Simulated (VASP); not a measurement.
# PtSe2 (P-3m1) in VASP: settings compared, part 2 of 2

VASP 6.6.1. The steps go on from the part before.

## Step 5: Single point, r2SCAN (strain +5.2%)

The input, POSCAR:

```
PtSe2
1.0
    3.9244045078      0.0000000000      0.0000000000
   -1.9622022539      3.3986339985      0.0000000000
    0.0000000000      0.0000000000      5.5542073620
Pt Se
1 2
Direct
    0.0000000000      0.0000000000      0.0000000000
    0.3333333333      0.6666666667      0.2181860956
    0.6666666667      0.3333333333      0.7818139044
```

The input, INCAR.step1:

```
SYSTEM = PtSe2
  PREC = Accurate
  ENCUT = 520
  ISMEAR = 0
  SIGMA = 0.01
  LREAL = .False.
  LASPH = .True.
  NELM = 100
  NBANDS = 18
  GGA = PE
  ALGO = Normal
  EDIFF = 1E-4
  LWAVE = .True.
  LCHARG = .False.
```

The input, INCAR.step2:

```
SYSTEM = PtSe2
  PREC = Accurate
  ENCUT = 520
  EDIFF = 1E-6
  ISMEAR = 0
  SIGMA = 0.01
  LREAL = .False.
  LASPH = .True.
  NELM = 100
  ALGO = Normal
  ISIF = 2
  LWAVE = .False.
  LCHARG = .False.
  METAGGA = R2SCAN
  LMIXTAU = .True.
  NBANDS = 18
  ISTART = 1
```

The input, KPOINTS:

```
Automatic mesh
0
Gamma
  12 12 6
  0 0 0
```

Potentials or basis: VASP PAW PBE potentials, release 64 (Pt, Se).

Command:

```console
$ cat potpaw_PBE.64/Pt/POTCAR potpaw_PBE.64/Se/POTCAR > POTCAR
$ cp INCAR.step1 INCAR
$ mpirun -np 1 vasp_std > vasp.out
$ cp INCAR.step2 INCAR
$ mpirun -np 1 vasp_std > vasp.out
```

OUTCAR:

```text
SYSTEM = PtSe2
   PREC = Accurate
   ENCUT = 520
   EDIFF = 1E-6
   ISMEAR = 0
   LREAL = .False.
   LASPH = .True.
   NELM = 100
   ISIF = 2
   METAGGA = R2SCAN
   ISTART = 1

 ion  position               nearest neighbor table
   1  0.000  0.000  0.000-   2 2.57   3 2.57   3 2.57   2 2.57   3 2.57   2 2.57
   2  0.333  0.667  0.218-   1 2.57   1 2.57   1 2.57
   3  0.667  0.333  0.782-   1 2.57   1 2.57   1 2.57

  LATTYP: Found a hexagonal cell.
 ALAT       =     3.9244045078
 C/A-ratio  =     1.4152994043

  Lattice vectors:

 A1 = (   3.9244045078,   0.0000000000,   0.0000000000)
 A2 = (  -1.9622022539,   3.3986339985,   0.0000000000)
 A3 = (   0.0000000000,   0.0000000000,   5.5542073620)

Analysis of symmetry for initial positions (statically):
=====================================================================
 Subroutine PRICEL returns:
 Original cell was already a primitive cell.

 Routine SETGRP: Setting up the symmetry group for a
 hexagonal supercell.

 Subroutine GETGRP returns: Found 12 space group operations
 (whereof 12 operations were pure point group operations)
 out of a pool of 24 trial point group operations.

The static configuration has the point symmetry D_3d.

Analysis of symmetry for dynamics (positions and initial velocities):
=====================================================================
 Subroutine PRICEL returns:
 Original cell was already a primitive cell.

 Routine SETGRP: Setting up the symmetry group for a
 hexagonal supercell.

 Subroutine GETGRP returns: Found 12 space group operations
 (whereof 12 operations were pure point group operations)
 out of a pool of 24 trial point group operations.

The dynamic configuration has the point symmetry D_3d.

 Subroutine INISYM returns: Found 12 space group operations
 (whereof 12 operations are pure point group operations),
 and found     1 'primitive' translations

----------------------------------------------------------------------------------------
[... 116 lines left out ...]
  volume/ion in A,a.u.               =      24.69       166.64
  Fermi-wavevector in a.u.,A,eV,Ry     =   1.092234  2.064023 16.231408  1.192975
  Thomas-Fermi vector in A             =   2.228495
   LORBIT       =      0    0 simple, 1 ext, 2 COOP (PROOUT), +10 PAW based schemes
   METAGGA = R2SCAN    functional components
   LHFCALC =     F    Hartree Fock is set to
   AEXX    =    0.0000 exact exchange contribution
   IVDW    =     0    specifies the selected vdW correction
   LEPSILON=     F    determine dielectric tensor
   LRPA    =     F    only Hartree local field effects (RPA)
 non-spin polarized calculation
 Gauss-broadening in eV      SIGMA  =   0.01
  energy-cutoff  :      520.00
  volume of cell :       74.08
 maximum number of plane-waves:      2013
 NGX is ok and might be reduce to    30
   NGX = 15   NGY = 15   NGZ = 21

 number of electron      22.0000004 magnetization

 Free energy of the ion-electron system (eV)
  ---------------------------------------------------
  ext. energy  EPLUGINS =         0.00000000
  ---------------------------------------------------
  free energy    TOTEN  =       -81.28386562 eV

  energy without entropy =      -81.28386562  energy(sigma->0) =      -81.28386562

 E-fermi :   3.9813     XC(G=0): -10.0928

 val. band max:        3.8729791478   @ k =   0.0833   0.0833   0.0000
 cond. band min:       4.1835946552   @ k =   0.0000   0.2500   0.3333
 fundamental gap:      0.3106155074
 Fermi energy:         3.9813245788

 k-point     1 :       0.0000    0.0000    0.0000
  band No.  band energies     occupation
      1     -11.3132      2.00000
      2      -9.0541      2.00000
      3      -2.1469      2.00000
      4      -2.1469      2.00000
      5      -2.0627      2.00000
      6       0.2968      2.00000
[... 481 lines left out ...]
      5      -1.5312      2.00000
      6      -0.1573      2.00000
[... 10 lines left out ...]
     17      12.5583      0.00000
     18      12.9778      0.00000

 [... further k-points ...]

------------------------ aborting loop because EDIFF is reached ----------------------------------------

  FORCE on cell =-STRESS in cart. coord.  units (eV):
  Direction    XX          YY          ZZ          XY          YZ          ZX
  --------------------------------------------------------------------------------------
  -------------------------------------------------------------------------------------
  Total       -4.1086823     -4.1086823     -0.4268985      0.0000000      0.0000000      0.0000000
  in kB      -88.8613457    -88.8613457     -9.2328327      0.0000000      0.0000000      0.0000000
  external PRESSURE =     -62.3185080 kB  Pullay stress =       0.0000000 kB

 VOLUME and BASIS-vectors are now :
 -----------------------------------------------------------------------------
  energy-cutoff  :      520.00
  volume of cell :       74.08
      direct lattice vectors                 reciprocal lattice vectors
     3.924404508  0.000000000  0.000000000     0.254815730  0.147117930  0.000000000
    -1.962202254  3.398633998  0.000000000     0.000000000  0.294235861  0.000000000
     0.000000000  0.000000000  5.554207362     0.000000000  0.000000000  0.180043692

 POSITION                                       TOTAL-FORCE (eV/Angst)
 -----------------------------------------------------------------------------------
      0.00000      0.00000      0.00000         0.000000      0.000000      0.000000
     -0.00000      2.26576      1.21185        -0.000000      0.000000     -0.016390
      1.96220      1.13288      4.34236         0.000000     -0.000000      0.016390
 -----------------------------------------------------------------------------------
    total drift:                                0.000000     -0.000000     -0.000000

  FREE ENERGIE OF THE ION-ELECTRON SYSTEM (eV)
  ---------------------------------------------------
  free  energy   TOTEN  =       -81.2838656186 eV

  energy  without entropy=      -81.2838656186  energy(sigma->0) =      -81.28386562
```

OUTCAR.step1:

```text
SYSTEM = PtSe2
   PREC = Accurate
   ENCUT = 520
   ISMEAR = 0
   LREAL = .False.
   LASPH = .True.
[... 730 lines left out ...]
      0.00000      0.00000      0.00000        -0.000000      0.000000      0.000000
     -0.00000      2.26576      1.21185         0.000000     -0.000000      0.041177
      1.96220      1.13288      4.34236        -0.000000      0.000000     -0.041177
 -----------------------------------------------------------------------------------
    total drift:                                0.000000     -0.000000     -0.000000

  FREE ENERGIE OF THE ION-ELECTRON SYSTEM (eV)
  ---------------------------------------------------
  free  energy   TOTEN  =       -14.1735946091 eV

  energy  without entropy=      -14.1735946091  energy(sigma->0) =      -14.17359461
```

OSZICAR.step1:

```text
N       E                     dE             d eps       ncg     rms          rms(c)
DAV:   1     0.111755297024E+03    0.11176E+03   -0.97344E+03  3608   0.105E+03
DAV:   2    -0.925233412130E+01   -0.12101E+03   -0.11691E+03  4422   0.204E+02
DAV:   3    -0.149535487602E+02   -0.57012E+01   -0.56579E+01  4352   0.447E+01
DAV:   4    -0.150072743147E+02   -0.53726E-01   -0.53697E-01  4440   0.469E+00
DAV:   5    -0.150079423663E+02   -0.66805E-03   -0.66803E-03  4444   0.505E-01    0.107E+01
DAV:   6    -0.144738352962E+02    0.53411E+00   -0.50675E+00  3698   0.198E+01    0.703E+00
DAV:   7    -0.141893869718E+02    0.28445E+00   -0.10105E+00  3666   0.944E+00    0.322E+00
DAV:   8    -0.141765285471E+02    0.12858E-01   -0.68170E-02  3980   0.159E+00    0.821E-01
DAV:   9    -0.141733743697E+02    0.31542E-02   -0.94579E-03  4114   0.908E-01    0.199E-01
DAV:  10    -0.141735765182E+02   -0.20215E-03   -0.17024E-03  4136   0.225E-01    0.384E-02
DAV:  11    -0.141735946091E+02   -0.18091E-04   -0.39565E-05  2710   0.533E-02
   1 F= -.14173595E+02 E0= -.14173595E+02  d E =-.205311E-15
```

Run time: 4.6 min. Hardware: 1 thread of AMD EPYC 9R45 (Zen 5), shared host; peak memory 0.26 GiB.

What came out:

```yaml
Free_energy: -81.2839 eV
Pressure: -6.2 GPa
Largest_force: 0.016 eV/Å
Band_gap_on_the_k_mesh: 0.31 eV (least direct gap 0.60 eV)
```

Forces in eV/Å, atoms in the order of the input:
```
Pt   0.000  0.000  0.000
Se   0.000  0.000 -0.016
Se   0.000  0.000  0.016
```

Caveat: the cell differs from its parent crystal (strain +5.2%); the cell stands under tension; the PAW data sets were made with another functional, which shifts forces and pressure a little; spin-orbit coupling is left out, which moves the levels of the heavy elements. A k mesh can miss the band edges.

## Step 6: Summary

```tsv
level	cell	smearing	gap on the mesh (eV)	pressure (GPa)	largest force (eV/Å)
PBE	a = 3.572, b = 3.572, c = 5.834 Å, angles 90.0, 90.0, 120.0°, 3 atoms, epitaxial xy strain -4.2%	fermi-dirac 0.02 eV	0.48	8.4	0.20
PBE	a = 3.924, b = 3.924, c = 5.554 Å, angles 90.0, 90.0, 120.0°, 3 atoms, strain +5.2%	fermi-dirac 0.02 eV	0.19	-4.0	0.04
r2SCAN	a = 3.572, b = 3.572, c = 5.834 Å, angles 90.0, 90.0, 120.0°, 3 atoms, epitaxial xy strain -4.2%	gaussian 0.01 eV	0.70	6.1	0.01
r2SCAN	a = 3.924, b = 3.924, c = 5.554 Å, angles 90.0, 90.0, 120.0°, 3 atoms, strain +5.2%	gaussian 0.01 eV	0.31	-6.2	0.02
```

Alike in all rows: task single point; potentials or basis VASP PAW PBE potentials, release 64 (Pt, Se); no spin polarisation; k mesh 12 × 12 × 6; cutoff (eV) 520.

Caveats: spin-orbit coupling is left out, which moves the levels of the heavy elements; the cell stands under pressure (at least some runs); this functional lacks dispersion, which binds the layers, so the pressure and a relaxed spacing across them are unreliable (at least some runs); the cell stands under tension (at least some runs); the PAW data sets were made with another functional, which shifts forces and pressure a little (at least some runs).

Absolute energies hang on the potentials; compare differences alone.
